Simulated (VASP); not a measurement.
# Be2CdS2 (Cmmm) in VASP: a series of runs

Be2CdS2 is run at these levels: PBE; tasks: single point.

Program: VASP 6.6.1. These are calculated values, not measurements. Logs are shortened: lines on timing, memory, paths and dates and some standing lists are left out, and cuts for length are marked.

### Step 1. The cell of the first run

Symmetry: Cmmm, No. 65, orthorhombic system. The conventional cell has a = 3.418 Å, b = 12.859 Å, c = 3.453 Å, α = 90.00°, β = 90.00°, γ = 90.00°. Within 3.4 Å of Be (site symmetry m2m) lie 6 S at 2.55 to 2.56 Å and 4 Cd at 3.08 Å and 2 Be at 3.16 Å. Within 3.5 Å of Cd (site symmetry mmm) lie 2 S at 2.65 Å and 8 Be at 3.08 Å and 4 Cd at 3.42 to 3.45 Å. S (site symmetry m2m) has 2 S at 2.05 Å and 6 Be at 2.55 to 2.56 Å and 1 Cd at 2.65 Å within 2.7 Å.

### Step 2. Single point, PBE

Contents of INCAR:

```
SYSTEM = Be2CdS2
ALGO = Normal ; EDIFF = 1E-6
ENCUT = 520 ; GGA = PE
ISIF = 2 ; ISMEAR = 0
LASPH = .TRUE. ; LCHARG = .FALSE.
LREAL = .FALSE. ; LWAVE = .FALSE.
NBANDS = 22 ; NELM = 100
PREC = Accurate ; SIGMA = 0.1
```

Contents of KPOINTS:

```
k-points
0
G
  6 6 6
  0 0 0
```

Contents of POSCAR:

```
Be2CdS2
1.0
    1.7089049600     -6.4295855600      0.0000000000
    1.7089049600      6.4295855600      0.0000000000
    0.0000000000      0.0000000000      3.4529503100
Be Cd S
2 1 2
Direct
    0.8531400000      0.1468600000      0.0000000000
    0.1468600000      0.8531400000      0.0000000000
    0.5000000000      0.5000000000      0.5000000000
    0.7059900000      0.2940100000      0.5000000000
    0.2940100000      0.7059900000      0.5000000000
```

Potentials or basis: VASP PAW PBE potentials, release 64 (Be, Cd, S).

Launch:

```bash
cat potpaw_PBE.64/Be/POTCAR potpaw_PBE.64/Cd/POTCAR potpaw_PBE.64/S/POTCAR > POTCAR
mpirun -np 1 vasp_std > vasp.out
```

OUTCAR:

```text
SYSTEM = Be2CdS2
   EDIFF = 1E-6
   ENCUT = 520
   GGA = PE
   ISIF = 2
   ISMEAR = 0
   LASPH = .TRUE.
   LREAL = .FALSE.
   NELM = 100
   PREC = Accurate

 ion  position               nearest neighbor table
   1  0.853  0.147  0.000-   5 2.55   5 2.55   5 2.55   5 2.55   4 2.56   4 2.56   3 3.08   3 3.08
                             3 3.08   3 3.08
   2  0.147  0.853  0.000-   4 2.55   4 2.55   4 2.55   4 2.55   5 2.56   5 2.56   3 3.08   3 3.08
                             3 3.08   3 3.08
   3  0.500  0.500  0.500-   4 2.65   5 2.65   1 3.08   1 3.08   2 3.08   2 3.08   2 3.08   2 3.08
                             1 3.08   1 3.08
   4  0.706  0.294  0.500-   5 2.05   5 2.05   2 2.55   2 2.55   2 2.55   2 2.55   1 2.56   1 2.56
                             3 2.65
   5  0.294  0.706  0.500-   4 2.05   4 2.05   1 2.55   1 2.55   1 2.55   1 2.55   2 2.56   2 2.56
                             3 2.65

  LATTYP: Found a base centered orthorhombic cell.
 ALAT       =     3.4178099200
 B/A-ratio  =     3.7624009003
 C/A-ratio  =     1.0102815519

  Lattice vectors:

 A1 = (   1.7089049600,  -6.4295855600,   0.0000000000)
 A2 = (   1.7089049600,   6.4295855600,   0.0000000000)
 A3 = (   0.0000000000,   0.0000000000,   3.4529503100)

Analysis of symmetry for initial positions (statically):
=====================================================================
 Subroutine PRICEL returns:
 Original cell was already a primitive cell.

 Routine SETGRP: Setting up the symmetry group for a
 base centered orthorhombic supercell.

 Subroutine GETGRP returns: Found  8 space group operations
 (whereof  8 operations were pure point group operations)
 out of a pool of  8 trial point group operations.

The static configuration has the point symmetry D_2h.

Analysis of symmetry for dynamics (positions and initial velocities):
=====================================================================
 Subroutine PRICEL returns:
 Original cell was already a primitive cell.

 Routine SETGRP: Setting up the symmetry group for a
 base centered orthorhombic supercell.

 Subroutine GETGRP returns: Found  8 space group operations
 (whereof  8 operations were pure point group operations)
 out of a pool of  8 trial point group operations.

The dynamic configuration has the point symmetry D_2h.

 Subroutine INISYM returns: Found  8 space group operations
 (whereof  8 operations are pure point group operations),
 and found     1 'primitive' translations

----------------------------------------------------------------------------------------

                                     Primitive cell

  volume of cell :      75.8789

  direct lattice vectors                    reciprocal lattice vectors
[... 95 lines left out ...]
   EDIFFG = 0.1E-04   stopping-criterion for IOM
   NSW    =      0    number of steps for IOM
   IBRION =     -1    ionic relax: 0-MD 1-quasi-New 2-CG
   NFREE  =      0    steps in history (QN), initial steepest desc. (CG)
   ISIF   =      2    stress and relaxation
   ISYM   =      2    0-nonsym 1-usesym 2-fastsym
   POTIM  = 0.5000    time-step for ionic-motion
   TEBEG  =    0.0;   TEEND  =   0.0 temperature during run
   PSTRESS=    0.0 pullay stress
   NELECT =      28.0000    total number of electrons
   NUPDOWN=      -1.0000    fix difference up-down
   EMIN   =  10.00;   EMAX   =-10.00  energy-range for DOS
   EFERMI =   0.00;   METHOD = LEGACY
   ISMEAR =     0;   SIGMA  =   0.10  broadening in eV -4-tet -1-fermi 0-gaus
   EFERMI_NEDOS =   21; number of points for ismear=-14 and -15
   IALGO  =     38    algorithm
   IMIX   =      4    mixing-type and parameters
     AMIX     =   0.40;   BMIX     =  1.00
     AMIX_MAG =   1.60;   BMIX_MAG =  1.00
  volume/ion in A,a.u.               =      15.18       102.41
  Fermi-wavevector in a.u.,A,eV,Ry     =   1.174232  2.218976 18.759984  1.378820
  Thomas-Fermi vector in A             =   2.310632
   LORBIT       =      0    0 simple, 1 ext, 2 COOP (PROOUT), +10 PAW based schemes
   GGA     = PE    functional components
   LHFCALC =     F    Hartree Fock is set to
   AEXX    =    0.0000 exact exchange contribution
   IVDW    =     0    specifies the selected vdW correction
   LEPSILON=     F    determine dielectric tensor
   LRPA    =     F    only Hartree local field effects (RPA)
 non-spin polarized calculation
 Gauss-broadening in eV      SIGMA  =   0.10
  energy-cutoff  :      520.00
  volume of cell :       75.88
 maximum number of plane-waves:      2060
 NGX is ok and might be reduce to    50
   NGX = 25   NGY = 25   NGZ = 13

 number of electron      28.0000002 magnetization

 Free energy of the ion-electron system (eV)
  ---------------------------------------------------
  ext. energy  EPLUGINS =         0.00000000
  ---------------------------------------------------
  free energy    TOTEN  =       -10.99305429 eV

  energy without entropy =      -10.98198022  energy(sigma->0) =      -10.98751726

 E-fermi :   6.0843     XC(G=0): -10.4696

 val. band max:        6.0823431481   @ k =   0.5000   0.5000   0.1667
 cond. band min:       6.1040594274   @ k =   0.3333   0.3333   0.3333
 fundamental gap:      0.0217162793
 Fermi energy:         6.0843493967

 k-point     1 :       0.0000    0.0000    0.0000
  band No.  band energies     occupation
      1     -13.0651      2.00000
      2      -5.9990      2.00000
      3      -3.1200      2.00000
      4      -2.8605      2.00000
      5      -2.8165      2.00000
      6      -2.5786      2.00000
[... 589 lines left out ...]
     21      12.0102      0.00000
     22      12.3169      0.00000

 [... further k-points ...]
[... 5 lines left out ...]
  --------------------------------------------------------------------------------------
  -------------------------------------------------------------------------------------
  Total       10.4818760      9.4207668     -4.4886363     -0.0000000      0.0000000      0.0000000
  in kB      221.3239372    198.9187049    -94.7771806     -0.0000000      0.0000000      0.0000000
  external PRESSURE =     108.4884872 kB  Pullay stress =       0.0000000 kB

 VOLUME and BASIS-vectors are now :
 -----------------------------------------------------------------------------
  energy-cutoff  :      520.00
  volume of cell :       75.88
      direct lattice vectors                 reciprocal lattice vectors
     1.708904960 -6.429585560  0.000000000     0.292585025 -0.077765510  0.000000000
     1.708904960  6.429585560  0.000000000     0.292585025  0.077765510  0.000000000
     0.000000000  0.000000000  3.452950310     0.000000000  0.000000000  0.289607411

 POSITION                                       TOTAL-FORCE (eV/Angst)
 -----------------------------------------------------------------------------------
      1.70890     -4.54109      0.00000         0.000000     -0.555095     -0.000000
      1.70890      4.54109      0.00000         0.000000      0.555095      0.000000
      1.70890      0.00000      1.72648        -0.000000     -0.000000      0.000000
      1.70890     -2.64886      1.72648         0.000000      4.253079      0.000000
      1.70890      2.64886      1.72648         0.000000     -4.253079     -0.000000
 -----------------------------------------------------------------------------------
    total drift:                                0.000000     -0.000000     -0.000000

  FREE ENERGIE OF THE ION-ELECTRON SYSTEM (eV)
  ---------------------------------------------------
  free  energy   TOTEN  =       -10.9930542946 eV

  energy  without entropy=      -10.9819802203  energy(sigma->0) =      -10.98751726
```

OSZICAR:

```text
N       E                     dE             d eps       ncg     rms          rms(c)
DAV:   1     0.161359990217E+03    0.16136E+03   -0.13199E+04  2288   0.116E+03
DAV:   2    -0.443622327475E+00   -0.16180E+03   -0.15248E+03  2636   0.265E+02
DAV:   3    -0.110665812892E+02   -0.10623E+02   -0.10421E+02  3030   0.683E+01
DAV:   4    -0.112288231846E+02   -0.16224E+00   -0.16195E+00  2674   0.831E+00
DAV:   5    -0.112320258823E+02   -0.32027E-02   -0.32020E-02  3102   0.112E+00    0.296E+01
DAV:   6    -0.109991106038E+02    0.23292E+00   -0.73543E-01  2808   0.976E+00    0.179E+01
DAV:   7    -0.109931024407E+02    0.60082E-02   -0.12395E-01  2600   0.226E+00    0.823E-01
DAV:   8    -0.109929771798E+02    0.12526E-03   -0.64352E-03  2828   0.925E-01    0.210E-01
DAV:   9    -0.109930199440E+02   -0.42764E-04   -0.49719E-04  2738   0.154E-01    0.711E-02
DAV:  10    -0.109930484824E+02   -0.28538E-04   -0.51300E-05  2806   0.489E-02    0.215E-02
DAV:  11    -0.109930541297E+02   -0.56473E-05   -0.60473E-06  2830   0.172E-02    0.841E-03
DAV:  12    -0.109930542946E+02   -0.16494E-06   -0.53583E-07  1600   0.681E-03
   1 F= -.10993054E+02 E0= -.10987517E+02  d E =-.110741E-01
```

Wall time 96 s (1 thread of Intel Xeon Platinum 8488C (Sapphire Rapids), shared host); peak memory 0.29 GiB.

Results:

```yaml
Free_energy: -10.9931 eV
Pressure: 10.8 GPa
Largest_force: 4.253 eV/Å
Band_gap_on_the_k_mesh: zero (band 14 reaches 6.91 eV, above the bottom of band 15 at 5.30 eV)
```

Forces on the atoms (eV/Å):
```
Be   0.000 -0.555  0.000
Be   0.000  0.555  0.000
Cd   0.000  0.000  0.000
S    0.000  4.253  0.000
S    0.000 -4.253  0.000
```

Caveat: forces of over 1 eV/Å act on the atoms, so gaps and moduli don't describe the material at rest.

### Step 3. Single point, PBE

This run uses another cell than the first one, of 20.29 Å³/atom, 1.337 times its volume.

Contents of INCAR:

```
PREC = Accurate ; ENCUT = 520
EDIFF = 1E-7 ; ISMEAR = 0
SIGMA = 0.1 ; LREAL = F
LASPH = T ; NELM = 60
ALGO = Normal ; ISIF = 2
LWAVE = F ; LCHARG = T
GGA = PE ; LELF = T
LVHAR = T ; NBANDS = 22
```

Contents of KPOINTS:

```
regular mesh
0
Gamma
  6 6 6
```

Contents of POSCAR:

```
Be2CdS2
1.0
    1.5362948077    -10.7518301608      0.0000000000
    1.5362948077     10.7518301608      0.0000000000
    0.0000000000      0.0000000000      3.0710015631
Be Cd S
2 1 2
Direct
    0.8522796751      0.1477203249      0.0000000000
    0.1477203249      0.8522796751      0.0000000000
    0.5000000000      0.5000000000      0.5000000000
    0.6500947231      0.3499052769      0.5000000000
    0.3499052769      0.6500947231      0.5000000000
```

Potentials or basis: VASP PAW PBE potentials, release 64 (Be, Cd, S).

Launch:

```bash
cat potpaw_PBE.64/Be/POTCAR potpaw_PBE.64/Cd/POTCAR potpaw_PBE.64/S/POTCAR > POTCAR
mpirun -np 1 vasp_std > vasp.out
```

Wall time 4.5 min (1 thread of Intel Xeon Platinum 8488C (Sapphire Rapids), shared host); peak memory 0.48 GiB.

Results (log left out):

- Free energy: -17.2651 eV
- Pressure: 0.0 GPa
- Largest force: 0.004 eV/Å
- Band gap on the k mesh: zero (band 14 reaches 3.40 eV, above the bottom of band 15 at 2.68 eV)

Forces in eV/Å, atoms in the order of the input:
```
Be   0.000 -0.003  0.000
Be   0.000  0.003  0.000
Cd   0.000  0.000  0.000
S    0.000 -0.004  0.000
S    0.000  0.004  0.000
```

Levels at points of the mesh, in eV from the Fermi level:
```tsv
k point	band 12	band 13	band 14	band 15	band 16	band 17
(0.00, 0.00, 0.00)	-2.49	-2.49	-2.47	1.69	3.00	3.92
(0.50, 0.00, 0.00)	-0.94	-0.59	-0.59	-0.28	1.02	2.06
(0.50, 0.50, 0.00)	-2.49	-2.48	-2.48	0.95	3.57	3.88
(0.00, 0.00, 0.50)	-0.99	-0.60	-0.59	-0.33	1.29	1.72
(0.50, 0.00, 0.50)	-1.69	-1.67	-0.41	-0.41	2.43	2.44
(0.50, 0.50, 0.50)	-0.90	-0.60	-0.58	-0.16	0.68	2.47
```
